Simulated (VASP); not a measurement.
Runs of VASP 6.6.1 on KBr. It takes space group P6_3/mmc (No. 194, hexagonal). Conventional cell: a = 5.619 Å, b = 5.619 Å, c = 6.554 Å, α = 90.00°, β = 90.00°, γ = 120.00°. Within 4.3 Å of K (site symmetry -6m2) lie 5 Br at 3.24 to 3.28 Å. Within 4.3 Å of Br (site symmetry -6m2) lie 5 K at 3.24 to 3.28 Å. 

| level | potentials or basis | spin | k mesh | gap on the mesh (eV) | pressure (GPa) |
| --- | --- | --- | --- | --- | --- |
| PBE | VASP PAW PBE potentials, release 64 (K_sv, Br) | non-collinear, zero start, SOC | 6 × 6 × 2 | - | 0.4 |
| r2SCAN | VASP PAW PBE potentials, release 64 (K_sv, Br) | off | 6 × 6 × 4 | 4.77 | 0.0 |
| PBE | VASP PAW PBE potentials, release 64 (K_sv, Br) | off | 6 × 6 × 4 | 4.19 | 0.4 |
| LDA | VASP PAW LDA potentials, release 64 (K_sv, Br) | off | 6 × 6 × 4 | (a) | (b) |

Alike in all rows: task single point; cell as given; cutoff (eV) 520; smearing gaussian 0.01 eV.

Question: Estimate the missing entries.

Answer: (a) 3.87; (b) -1.2.

Caveats: some runs use coarse meshes; the structure was generated, so it needn't be the stable form of KBr; the PAW data sets were made with another functional, which shifts forces and pressure a little (at least some runs).

A k mesh can miss the band edges, and rows without SOC leave out spin-orbit coupling on Br.
